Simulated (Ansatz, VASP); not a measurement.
# AgCl in VASP and in Ansatz

```
Ag Cl
1.0
     0.00000    2.80520    2.80520
     2.80520    0.00000    2.80520
     2.80520    2.80520    0.00000
Ag Cl
1 1
Direct
  0.00000 0.00000 0.01260
  0.50000 0.50000 0.50000
```

Alike in both runs: task electric field gradients; functional PBE; k mesh 12 × 12 × 12; occupations fermi-dirac, width 0.08 eV; no spin polarisation.

|  | VASP | Ansatz |
| --- | --- | --- |
| version | VASP 6.6.1 | Ansatz 0.2.0 |
| potentials or method | VASP PAW PBE potentials, release 64 (Ag, Cl), cutoff 520 eV | all-electron PAW with datasets made for the crystal, scalar-relativistic |

|  | VASP | Ansatz | Ansatz less VASP |
| --- | --- | --- | --- |
| pressure (GPa) | -0.1 | 0.1 | +0.13 |
| rms of the force components (eV/Å) | 0.024 | 0.024 | +0.0005 |
| size of Vzz on the site where it differs most (V/Å²) | 0.6 | 0.6 | -0.05 |

Atom by atom the forces differ by 0.001 eV/Å (rms over components). Ansatz ran all-electron here, and VASP with PAW potentials.
